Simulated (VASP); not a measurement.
Runs of VASP 6.6.1 on VN. The structure is that of space group Fm-3m (No. 225), or close to it. The cells are those of the table. 

```csv
task,spin,cell,k mesh,gap on the mesh (eV),pressure (GPa),relaxed volume (Å³/atom)
relaxation of cell and atoms,off,"relaxed from a = 2.880 Å, angles 60.0°, 2 atoms",18 × 18 × 18,-,0.0,8.46
relaxation of cell and atoms,off,"relaxed from a = 2.913 Å, angles 60.0°, 2 atoms",8 × 8 × 8,-,-0.2,8.46
single point,"collinear, ferromagnetic start","a = 2.913 Å, angles 60.0°, 2 atoms",8 × 8 × 8,none,-10.5,-
single point,off,"a = 2.913 Å, angles 60.0°, 2 atoms",8 × 8 × 8,none,-10.5,-
single point,off,"a = 2.880 Å, angles 60.0°, 2 atoms",18 × 18 × 18,none,0.5,-
single point,off,"a = 2.880 Å, angles 60.0°, 2 atoms",8 × 8 × 8,none,(a),-
```

Alike in all rows: level PBEsol; potentials or basis VASP PAW PBE potentials, release 64 (V_sv, N); cutoff (eV) 600; smearing gaussian 0.1 eV.

Problem. Fill in the values left out.

Solution. (a) 0.6.

Caveats: the PAW data sets were made with another functional, which shifts forces and pressure a little; the bands computed are all filled at some k points, so no gap is given (some runs).

A gap of «none» marks levels without a gap at the run's occupations.
